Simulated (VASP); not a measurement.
A run of VASP 6.6.1:

Contents of INCAR:

```
SYSTEM = Cr
PREC = Accurate ; ENCUT = 520
EDIFF = 1E-6 ; ISMEAR = -1
SIGMA = 0.05 ; LREAL = .False.
LASPH = .True. ; NELM = 150
ALGO = Fast ; ISIF = 2
LWAVE = .False. ; LCHARG = .False.
ISPIN = 2 ; MAGMOM = 3
LORBIT = 11 ; LMAXMIX = 4
GGA = PE ; NBANDS = 16
```

File KPOINTS:

```
regular mesh
0
Gamma
  12 12 12
  0 0 0
```

POSCAR

```
Cr
1.0
   -0.0346090000      1.8077130000      1.8325960000
    1.8347910000     -0.0327350000      1.8306780000
    1.8325710000      1.8031460000     -0.0312320000
Cr
1
Direct
   -0.0076040000      0.0170800000      0.0043320000
```

Potentials or basis: VASP PAW PBE potentials, release 64 (Cr_pv).

Launch:

```console
$ cat potpaw_PBE.64/Cr_pv/POTCAR > POTCAR
$ mpirun -np 1 vasp_std > vasp.out
```

Hardware: 1 thread of Intel Xeon 6975P-C, on a shared host.

Estimate the wall time of this run.

Run time: 4.2 min on 1 thread of Intel Xeon 6975P-C, with other jobs on the host, peak memory 0.35 GiB. Counts: scf iterations 16, k points 868.
